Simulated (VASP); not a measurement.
Write the native input for VASP 6.6.1 that does the following.

```yaml
Task: single point
Functional: PBE
Potentials_or_basis: VASP PAW PBE potentials, release 64 (Pb_d, I)
Cutoff: 520 eV
k_mesh: 1 × 1 × 1
Occupations: gaussian, width 0.01 eV
Spin: non-collinear spin, zero start, spin-orbit coupling
Starting_moments: "[[0.0, 0.0, 0.0], [0.0, 0.0, 0.0], [0.0, 0.0, 0.0]] μB"
Dipole_correction: no
Further_INCAR_settings: ALGO = Normal; EDIFF = 1e-06; NBANDS = 41
```

The structure of PbI2 (Pb(I)2) lies in POSCAR:

```
PbI2
1.0
   10.7600000000      0.0000000000      0.0000000000
    0.0000000000      9.0700000000      0.0000000000
    0.0000000000      0.0000000000     13.4900000000
Pb I
1 2
Direct
    0.5816793700      0.5034355000      0.4999392100
    0.4182156100      0.4961411200      0.6662980000
    0.4182156100      0.4961411200      0.3335804300
```

The input as run:

INCAR

```
SYSTEM = PbI2
PREC = Accurate
ENCUT = 520
EDIFF = 1E-6
ISMEAR = 0
SIGMA = 0.01
LREAL = .False.
LASPH = .True.
NELM = 150
ALGO = Normal
ISIF = 2
LWAVE = .False.
LCHARG = .False.
MAGMOM = 0 0 0 0 0 0 0 0 0
LORBIT = 11
LSORBIT = .True.
GGA_COMPAT = .False.
LORBMOM = .True.
GGA = PE
NBANDS = 41
```

KPOINTS

```
regular mesh
0
Gamma
  1 1 1
  0 0 0
```

Potentials or basis: VASP PAW PBE potentials, release 64 (Pb_d, I).

Run with:

```sh
$ cat potpaw_PBE.64/Pb_d/POTCAR potpaw_PBE.64/I/POTCAR > POTCAR
$ mpirun -np 1 vasp_ncl > vasp.out
```

It gave:

```yaml
Largest_force: 0.083 eV/Å
Net_moment: 0.00 μB per cell
Valence_electrons_inside_the_program's_atomic_spheres: Pb 11.88; I 4.28
```

Wall time 17 min on 1 thread of AMD EPYC 7R13, with other jobs on the host, peak memory 3 GiB.
